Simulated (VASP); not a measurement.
FeS2, 6 atoms in the cell. It takes space group Pnnm (No. 58, orthorhombic). The conventional cell has a = 4.367 Å, b = 5.333 Å, c = 3.278 Å, α = 90.00°, β = 90.00°, γ = 90.00°. Fe (site symmetry 2/m) has 6 S at 2.19 Å within 2.9 Å. Within 2.9 Å of S (site symmetry m) lie 3 Fe at 2.19 Å and 2 S at 2.24 to 2.90 Å.  This cell differs from its parent crystal: strain along c alone, the other axes held: -2.0 %.

| Item | Value |
| --- | --- |
| Program | VASP 6.6.1 |
| Task | relaxation of the atoms |
| Functional | PBEsol |
| Potentials or basis | VASP PAW PBE potentials, release 64 (Fe, S) |
| Cutoff | 520 eV |
| k mesh | 6 × 6 × 8 |
| Occupations | gaussian, width 0.02 eV |
| Spin | no spin polarisation |
| Dipole correction | no |
| Further INCAR settings | ALGO = Normal; EDIFF = 1e-07; IBRION = 2; EDIFFG = -0.008; NSW = 60 |

Potentials or basis: VASP PAW PBE potentials, release 64 (Fe, S).

Command:

```sh
$ cat potpaw_PBE.64/Fe/POTCAR potpaw_PBE.64/S/POTCAR > POTCAR
$ mpirun -np 4 vasp_std > vasp.out
```

Hardware: 4 MPI ranks on Intel(R) Xeon(R) Platinum 8488C (Sapphire Rapids), on a shared host.

How long does it take, and how much memory?

It took 50 s on 4 MPI ranks on Intel(R) Xeon(R) Platinum 8488C (Sapphire Rapids), with other jobs on the host, peak memory 0.26 GiB a rank. Counts: scf iterations 37, k points 80, ion steps 4.
